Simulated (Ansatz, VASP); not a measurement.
**Rh in VASP and in Ansatz**

INCAR

```
SYSTEM = Rh
ALGO = Normal
EDIFF = 1E-6
ENCUT = 520
GGA = PE
ISIF = 2
ISMEAR = -1
LASPH = .TRUE.
LCHARG = .FALSE.
LREAL = .FALSE.
LWAVE = .FALSE.
NBANDS = 14
NELM = 60
PREC = Accurate
SIGMA = 0.05
```

KPOINTS

```
k-points
0
G
  17 17 17
  0 0 0
```

File POSCAR:

```
Rh
1.0
    0.0000000000      1.9149918958      1.9149918958
    1.9149918958      0.0000000000      1.9149918958
    1.9149918958      1.9149918958      0.0000000000
Rh
1
Direct
    0.0000000000      0.0000000000      0.0000000000
```

Input for Ansatz:

```yaml
crystal:
  lattice:
    - [0.0, 1.9149918958, 1.9149918958]
    - [1.9149918958, 0.0, 1.9149918958]
    - [1.9149918958, 1.9149918958, 0.0]
  atoms:
    - { symbol: Rh, position: [0.0, 0.0, 0.0] }
kpoints:
  mp_grid: { grid: [17, 17, 17] }
scf:
  occupations: { method: fermi_dirac, width: 0.05 }
hamiltonian:
  xc: pbe
  pseudopotentials: { kind: nc }
output:
  forces: true
  stress: true
  eigenvalues: true
```

Change from the starting cell: volume scaled by 1, norm-conserving files.

Alike in both runs: task single point; functional PBE; k mesh 17 × 17 × 17; occupations fermi-dirac, width 0.05 eV; no spin polarisation.

```csv
,VASP,Ansatz
version,VASP 6.6.1,Ansatz 0.2.0
potentials or method,"VASP PAW PBE potentials, release 64 (Rh_pv)","norm-conserving pseudopotentials, scalar-relativistic"
plane-wave cutoff (eV),520,1197
valence electrons in the cell,15,17
```

|  | VASP | Ansatz | Ansatz less VASP |
| --- | --- | --- | --- |
| pressure (GPa) | 0.0 | 0.1 | +0.03 |

The functional is the same, so the differences come from potentials, cutoffs and numerics. VASP's potentials hold 15 valence electrons a cell and Ansatz's 17, so a difference there can come from the potentials and not from the codes.
